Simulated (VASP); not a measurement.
ScAlN2, 8 atoms in the cell. The structure is tetragonal, space group I4_1/amd (No. 141). The conventional cell has a = 4.350 Å, b = 4.350 Å, c = 8.346 Å, α = 90.00°, β = 90.00°, γ = 90.00°. Sc (site symmetry -4m2) has 6 N at 2.18 Å within 2.9 Å. Within 2.6 Å of Al (site symmetry -4m2) lie 6 N at 1.99 to 2.18 Å. Within 2.6 Å of N (site symmetry 2mm) lie 3 Al at 1.99 to 2.18 Å and 3 Sc at 2.18 Å. 

```yaml
Program: VASP 6.6.1
Task: single point
Functional: PBEsol
Potentials_or_basis: VASP PAW PBE potentials, release 64 (Sc_sv, Al, N)
Cutoff: 520 eV
k_mesh: 8 × 8 × 8
Occupations: gaussian, width 0.05 eV
Spin: no spin polarisation
Dipole_correction: no
Further_INCAR_settings: ALGO = Normal; EDIFF = 1e-06; NBANDS = 34
```

Potentials or basis: VASP PAW PBE potentials, release 64 (Sc_sv, Al, N).

Command:

```sh
$ cat potpaw_PBE.64/Sc_sv/POTCAR potpaw_PBE.64/Al/POTCAR potpaw_PBE.64/N/POTCAR > POTCAR
$ mpirun -np 1 vasp_std > vasp.out
```

Hardware: 1 thread of Intel(R) Xeon(R) Platinum 8259CL CPU @ 2.50GHz (Skylake/Cascade Lake) (shared host).

Question: How long does it take, and how much memory?

Answer: Wall time 4.6 min on 1 thread of Intel(R) Xeon(R) Platinum 8259CL CPU @ 2.50GHz (Skylake/Cascade Lake) (shared host), peak memory 0.32 GiB. Counts: scf iterations 15, k points 59.
